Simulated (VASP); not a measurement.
# Ir (I4_1/amd) in VASP: notebook

The runs below take Ir through relaxation of shape and atoms at fixed volume, single point, with PBE.

Everything below comes from runs of VASP 6.6.1. Logs are shortened: lines on timing, memory, paths and dates and some standing lists are left out, and cuts for length are marked.

## 1. The cell of the first run

It takes space group I4_1/amd (No. 141, tetragonal). The conventional cell has a = 4.093 Å, b = 4.093 Å, c = 2.323 Å, α = 90.00°, β = 90.00°, γ = 90.00°. Ir (site symmetry -4m2) has 10 Ir at 2.13 to 2.69 Å within 2.8 Å.

## 2. Relaxation of shape and atoms at fixed volume, PBE

The input, INCAR:

```
SYSTEM = Ir
  PREC = Accurate
  ENCUT = 600
  EDIFF = 1E-7
  ISMEAR = -1
  SIGMA = 0.05
  LREAL = .False.
  LASPH = .True.
  NELM = 100
  ALGO = Normal
  ISIF = 4
  LWAVE = .False.
  LCHARG = .False.
  GGA = PE
  IBRION = 2
  NSW = 50
  EDIFFG = -0.005
```

The input, KPOINTS:

```
regular mesh
0
Gamma
  18 18 18
  0 0 0
```

The input, POSCAR:

```
Ir
1.0
   -2.0464370230      2.0464370230      1.1616944042
    2.0464370230     -2.0464370230      1.1616944042
    2.0464370230      2.0464370230     -1.1616944042
Ir
2
Direct
   -0.3750000000     -0.1250000000     -0.2500000000
    0.3750000000      0.1250000000      0.2500000000
```

Potentials or basis: VASP PAW PBE potentials, release 64 (Ir).

The run is started by

```
> cat potpaw_PBE.64/Ir/POTCAR > POTCAR
> mpirun -np 1 vasp_std > vasp.out
```

OUTCAR:

```text
SYSTEM = Ir
   PREC = Accurate
   ENCUT = 600
   EDIFF = 1E-7
   ISMEAR = -1
   LREAL = .False.
   LASPH = .True.
   NELM = 100
   ISIF = 4
   GGA = PE
   IBRION = 2
   NSW = 50
   EDIFFG = -0.005

 ion  position               nearest neighbor table
   1  0.625  0.875  0.750-   2 2.13   2 2.13   2 2.13   2 2.13   2 2.69   2 2.69   2 2.69   2 2.69

   2  0.375  0.125  0.250-   1 2.13   1 2.13   1 2.13   1 2.13   1 2.69   1 2.69   1 2.69   1 2.69

  LATTYP: Found a body centered tetragonal cell.
 ALAT       =     4.0928740460
 C/A-ratio  =     0.5676668234

  Lattice vectors:

 A1 = (  -2.0464370230,   2.0464370230,   1.1616944042)
 A2 = (   2.0464370230,  -2.0464370230,   1.1616944042)
 A3 = (   2.0464370230,   2.0464370230,  -1.1616944042)

Analysis of symmetry for initial positions (statically):
=====================================================================
 Subroutine PRICEL returns:
 Original cell was already a primitive cell.

 Routine SETGRP: Setting up the symmetry group for a
 body centered tetragonal supercell.

 Subroutine GETGRP returns: Found 16 space group operations
 (whereof  4 operations were pure point group operations)
 out of a pool of 16 trial point group operations.

The static configuration has the point symmetry C_2h.
 The point group associated with its full space group is D_4h.

Analysis of symmetry for dynamics (positions and initial velocities):
=====================================================================
 Subroutine PRICEL returns:
 Original cell was already a primitive cell.

 Routine SETGRP: Setting up the symmetry group for a
 body centered tetragonal supercell.

 Subroutine GETGRP returns: Found 16 space group operations
 (whereof  4 operations were pure point group operations)
 out of a pool of 16 trial point group operations.

The dynamic configuration has the point symmetry C_2h.
 The point group associated with its full space group is D_4h.

 Subroutine INISYM returns: Found 16 space group operations
 (whereof  4 operations are pure point group operations),
 and found     1 'primitive' translations

----------------------------------------------------------------------------------------

                                     Primitive cell

  volume of cell :      19.4603

  direct lattice vectors                    reciprocal lattice vectors
    -2.046437023  2.046437023  1.161694404     0.000000000  0.244327089  0.430405792
     2.046437023 -2.046437023  1.161694404     0.244327089  0.000000000  0.430405792
     2.046437023  2.046437023 -1.161694404     0.244327089  0.244327089  0.000000000

  length of vectors
     3.118548199  3.118548199  3.118548199     0.494919056  0.494919056  0.345530682

  position of ions in fractional coordinates (direct lattice)
     0.625000000  0.875000000  0.750000000
     0.375000000  0.125000000  0.250000000

  ion indices of the primitive-cell ions
   primitive index   ion index
                 1           1
                 2           2

----------------------------------------------------------------------------------------

 KPOINTS: regular mesh

Automatic generation of k-mesh.
 Grid dimensions read from file:
 generate k-points for:   18   18   18

 Generating k-lattice:

  Cartesian coordinates                     Fractional coordinates (reciprocal lattice)
     0.000000000  0.013573727  0.023911433     0.055555556  0.000000000 -0.000000000
     0.013573727  0.000000000  0.023911433     0.000000000  0.055555556 -0.000000000
     0.013573727  0.013573727  0.000000000     0.000000000  0.000000000  0.055555556

  Length of vectors
     0.027495503  0.027495503  0.019196149

  Shift w.r.t. Gamma in fractional coordinates (k-lattice)
     0.000000000  0.000000000  0.000000000

 Subroutine IBZKPT returns following result:
 ===========================================

 Found    480 irreducible k-points:

 Following reciprocal coordinates:
            Coordinates               Weight
  0.000000  0.000000  0.000000      1.000000
  0.055556 -0.000000  0.000000      8.000000
  0.111111 -0.000000  0.000000      8.000000
  0.166667 -0.000000  0.000000      8.000000
  0.222222 -0.000000  0.000000      8.000000
  0.277778  0.000000  0.000000      8.000000
[... 16 lines left out ...]
 -0.277778  0.055556  0.000000     16.000000
 -0.222222  0.055556 -0.000000     16.000000
 [... further k-points ...]
   k-points           NKPTS =    480   k-points in BZ     NKDIM =    480   number of bands    NBANDS=     13
   number of dos      NEDOS =    301   number of ions     NIONS =      2
   total plane-waves  NPLWV =  21952
   dimension x,y,z NGX =    28 NGY =   28 NGZ =   28
   dimension x,y,z NGXF=    56 NGYF=   56 NGZF=   56
   ions per type =               2
   NGX,Y,Z   is equivalent  to a cutoff of  14.93, 14.93, 14.93 a.u.
   NGXF,Y,Z  is equivalent  to a cutoff of  29.85, 29.85, 29.85 a.u.
 SYSTEM =  Ir
   PREC   = accura    normal or accurate (medium, high low for compatibility)
   ISTART =      0    job   : 0-new  1-cont  2-samecut
   ICHARG =      2    charge: 1-file 2-atom 10-const
   ISPIN  =      1    spin polarized calculation?
   LNONCOLLINEAR =      F non collinear calculations
   LSORBIT =      F    spin-orbit coupling
   LASPH  =      T    aspherical Exc in radial PAW
   ENCUT  =  600.0 eV  44.10 Ry    6.64 a.u.   6.23  6.23  6.23*2*pi/ulx,y,z
   NELM   =    100;   NELMIN=  2; NELMDL= -5     # of ELM steps
   EDIFF  = 0.1E-06   stopping-criterion for ELM
   LREAL  =      F    real-space projection
   EDIFFG = -.5E-02   stopping-criterion for IOM
   NSW    =     50    number of steps for IOM
   IBRION =      2    ionic relax: 0-MD 1-quasi-New 2-CG
   NFREE  =      1    steps in history (QN), initial steepest desc. (CG)
   ISIF   =      4    stress and relaxation
   ISYM   =      2    0-nonsym 1-usesym 2-fastsym
   POTIM  = 0.5000    time-step for ionic-motion
   TEBEG  =    0.0;   TEEND  =   0.0 temperature during run
   PSTRESS=    0.0 pullay stress
   NELECT =      18.0000    total number of electrons
   NUPDOWN=      -1.0000    fix difference up-down
   EMIN   =  10.00;   EMAX   =-10.00  energy-range for DOS
   EFERMI =   0.00;   METHOD = LEGACY
   ISMEAR =    -1;   SIGMA  =   0.05  broadening in eV -4-tet -1-fermi 0-gaus
   EFERMI_NEDOS =   21; number of points for ismear=-14 and -15
   IALGO  =     38    algorithm
   IMIX   =      4    mixing-type and parameters
     AMIX     =   0.40;   BMIX     =  1.00
     AMIX_MAG =   1.60;   BMIX_MAG =  1.00
  volume/ion in A,a.u.               =       9.73        65.66
  Fermi-wavevector in a.u.,A,eV,Ry     =   1.595081  3.014266 34.617083  2.544284
  Thomas-Fermi vector in A             =   2.693055
   LORBIT       =      0    0 simple, 1 ext, 2 COOP (PROOUT), +10 PAW based schemes
   GGA     = PE    functional components
   LHFCALC =     F    Hartree Fock is set to
   AEXX    =    0.0000 exact exchange contribution
   IVDW    =     0    specifies the selected vdW correction
   LEPSILON=     F    determine dielectric tensor
   LRPA    =     F    only Hartree local field effects (RPA)
 conjugate gradient relaxation of ions
 non-spin polarized calculation
  energy-cutoff  :      600.00
  volume of cell :       19.46
 maximum number of plane-waves:       668
 NGX is ok and might be reduce to    28
   NGX = 13   NGY = 13   NGZ = 13

--------------------------------------- Ionic step        1  -------------------------------------------

 number of electron      17.9999999 magnetization

 Free energy of the ion-electron system (eV)
  ---------------------------------------------------
  ext. energy  EPLUGINS =         0.00000000
  ---------------------------------------------------
  free energy    TOTEN  =        -4.45519449 eV

  energy without entropy =       -4.44638373  energy(sigma->0) =       -4.45078911

------------------------ aborting loop because EDIFF is reached ----------------------------------------

  FORCE on cell =-STRESS in cart. coord.  units (eV):
  Direction    XX          YY          ZZ          XY          YZ          ZX
  --------------------------------------------------------------------------------------
  -------------------------------------------------------------------------------------
  Total       59.3443391     59.3443391     52.4949227      0.0000000      0.0000000     -0.0000000
  in kB     4885.8622955   4885.8622955   4321.9448986      0.0000000      0.0000000     -0.0000000
  external PRESSURE =    4697.8898299 kB  Pullay stress =       0.0000000 kB
[... 89 lines left out ...]
  FREE ENERGIE OF THE ION-ELECTRON SYSTEM (eV)
  ---------------------------------------------------
  free  energy   TOTEN  =        -4.5161068388 eV

  energy  without entropy=       -4.5070082916  energy(sigma->0) =       -4.51155757

[... ionic steps 4 to 15 ...]

--------------------------------------- Ionic step       16  -------------------------------------------

 number of electron      18.0000000 magnetization

------------------------ aborting loop because EDIFF is reached ----------------------------------------
[... 67 lines left out ...]
--------------------------------------- Ionic step       18  -------------------------------------------

 number of electron      18.0000000 magnetization

 Free energy of the ion-electron system (eV)
  ---------------------------------------------------
  ext. energy  EPLUGINS =         0.00000000
  ---------------------------------------------------
  free energy    TOTEN  =        -4.51657646 eV

  energy without entropy =       -4.50744545  energy(sigma->0) =       -4.51201096

 E-fermi :  17.8951     XC(G=0): -16.1800

 val. band max:       17.8931042898   @ k =  -0.3889   0.2222   0.0000
 cond. band min:      17.9000394170   @ k =  -0.2778  -0.4444   0.0556
 fundamental gap:      0.0069351273
 Fermi energy:        17.8951205996

 k-point     1 :       0.0000    0.0000    0.0000
  band No.  band energies     occupation
      1       2.9952      2.00000
      2       4.0134      2.00000
      3       6.7191      2.00000
      4       7.9590      2.00000
      5       9.1484      2.00000
      6      15.5768      2.00000
      7      15.5768      2.00000
      8      15.7306      2.00000
      9      15.7306      2.00000
     10      21.4316      0.00000
     11      24.0161      0.00000
     12      25.4777      0.00000
     13      25.4777      0.00000
[... 354 lines left out ...]
  band No.  band energies     occupation
      1       4.9611      2.00000
      2       5.2176      2.00000
      3       7.3666      2.00000
      4       9.3428      2.00000
      5      10.1319      2.00000
      6      11.7253      2.00000
      7      13.4707      2.00000
      8      15.8012      2.00000
      9      16.6600      2.00000
     10      20.1718      0.00000
     11      22.0330      0.00000
     12      27.5703      0.00000
     13      29.8831      0.00000

 [... further k-points ...]

------------------------ aborting loop because EDIFF is reached ----------------------------------------

  FORCE on cell =-STRESS in cart. coord.  units (eV):
  Direction    XX          YY          ZZ          XY          YZ          ZX
  --------------------------------------------------------------------------------------
  -------------------------------------------------------------------------------------
  Total       56.9471904     56.9471904     56.9462648     -0.0000000     -0.0000000      0.0000000
  in kB     4688.5033140   4688.5033140   4688.4271099     -0.0000000     -0.0000000      0.0000000
  external PRESSURE =    4688.4779126 kB  Pullay stress =       0.0000000 kB
[... 17 lines left out ...]
  FREE ENERGIE OF THE ION-ELECTRON SYSTEM (eV)
  ---------------------------------------------------
  free  energy   TOTEN  =        -4.5165764603 eV

  energy  without entropy=       -4.5074454540  energy(sigma->0) =       -4.51201096

 reached required accuracy - stopping structural energy minimisation
```

It took 15 min on 1 thread of Intel Xeon 6975P-C (Granite Rapids), shared host; peak memory 0.29 GiB.

Results:

```
Free energy             : -4.5166 eV
Pressure after relaxing : 468.8 GPa
Band gap on the k mesh  : zero (bands 9 and 10 overlap by 5.50 eV)
```

Final structure:
```cif
data_structure
_symmetry_space_group_name_H-M 'P 1'
_symmetry_Int_Tables_number 1
_cell_length_a 3.1351
_cell_length_b 3.1351
_cell_length_c 3.1351
_cell_angle_alpha 97.614
_cell_angle_beta 97.614
_cell_angle_gamma 137.308
_cell_volume 19.46
loop_
_atom_site_label
_atom_site_type_symbol
_atom_site_fract_x
_atom_site_fract_y
_atom_site_fract_z
_atom_site_occupancy
Ir1 Ir 0.62500 0.87500 0.75000 1
Ir2 Ir 0.37500 0.12500 0.25000 1
```

Caveat: spin-orbit coupling is left out, which moves the levels of the heavy elements.

(Part 1 of 2 ends here.)
